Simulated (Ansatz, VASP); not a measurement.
## NaPtCl3: VASP beside Ansatz

```
CELL_PARAMETERS angstrom
4.98637 0.00000 0.00000
0.00000 4.98637 0.00000
0.00000 0.00000 4.98637
ATOMIC_POSITIONS crystal
Na 0.00000 0.00000 0.00000
Pt 0.50000 0.50000 0.50000
Cl 0.00000 0.50000 0.50000
Cl 0.50000 0.50000 0.00000
Cl 0.50000 0.00000 0.50000
```

Alike in both runs: task single point; functional PBE; k mesh 8 × 8 × 8; occupations gaussian, width 0.1 eV; no spin polarisation.

```csv
,VASP,Ansatz
version,VASP 6.6.1,Ansatz 0.2.0
potentials or method,"VASP PAW PBE potentials, release 64 (Na_pv, Pt, Cl), cutoff 520 eV","scalar-relativistic, plane waves, PAW"
valence electrons in the cell,38,48
```

```csv
,VASP,Ansatz,Ansatz less VASP
gap on the k mesh at the Fermi level (eV),none,none,-
pressure (GPa),-1.4,-1.3,+0.10
```

A gap of «none» marks a metal or a gap that the smearing closes. VASP's potentials hold 38 valence electrons a cell and Ansatz's 48, so a difference there can come from the potentials and not from the codes.

Neither program's run includes spin-orbit coupling.
